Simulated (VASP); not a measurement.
CuO: single point with RPBE+D4

Crystal: CuO.

```
Cu O
1.0
     2.32613   -1.69981    0.00000
     2.32613    1.69981    0.00000
    -0.84432    0.00000    5.02392
Cu O
2 2
Direct
  0.50000 0.00000 0.50000
  0.00000 0.50000 0.00000
  0.41840 0.58160 0.75000
  0.58160 0.41840 0.25000
```

| Quantity | Value |
| --- | --- |
| Program | VASP 6.6.1 |
| Task | single point |
| Functional | RPBE |
| Dispersion | D4 |
| Potentials or basis | VASP PAW PBE potentials, release 64 (Cu, O) |
| Cutoff | 520 eV |
| k mesh | 10 × 10 × 5 |
| Occupations | fermi-dirac, width 0.05 eV |
| Spin | no spin polarisation |
| Dipole correction | no |
| Further INCAR settings | ALGO = Normal; EDIFF = 1e-06; NBANDS = 25 |

```yaml
Pressure: 6.4 GPa
Largest_force: 0.074 eV/Å
Band_gap_on_the_k_mesh: zero (bands 17 and 18 overlap by 0.60 eV)
Dispersion_energy_per_atom: -0.699 eV
```

Forces in eV/Å, atoms in the order of the input:
```
Cu   0.000  0.000  0.000
Cu   0.000  0.000  0.000
O    0.000 -0.074  0.000
O    0.000  0.074  0.000
```

Stress tensor (GPa, compression positive):
```
 6.83  0.00 -2.35
 0.00  5.17  0.00
-2.35  0.00  7.25
```

Levels at points of the mesh, in eV from the Fermi level:
```
           k point  band 13  band 14  band 15  band 16  band 17  band 18  band 19  band 20  band 21  band 22
(0.00, 0.00, 0.00)    -2.47    -2.30    -2.24    -1.72     0.21     0.96     1.83     6.13     8.36    13.57
(0.50, 0.00, 0.00)    -2.12    -1.67    -1.57    -1.47     0.01     0.25     4.95     6.48     7.12    11.33
(0.50, 0.50, 0.00)    -2.22    -2.20    -1.69    -1.27    -0.69     1.09     3.37     7.29     8.63    10.30
```

It took 100 s on 1 thread of Intel(R) Xeon(R) Platinum 8259CL CPU @ 2.50GHz (Skylake/Cascade Lake), on a shared host, peak memory 0.25 GiB.

Caveat: the cell stands under pressure; the PAW data sets were made with another functional, which shifts forces and pressure a little; semilocal functionals often make such compounds metallic where correlation or magnetic order opens a gap, which also shifts bond lengths. With open d or f shells a metallic result of RPBE can be an artefact of self-interaction; +U or a hybrid may open a gap.
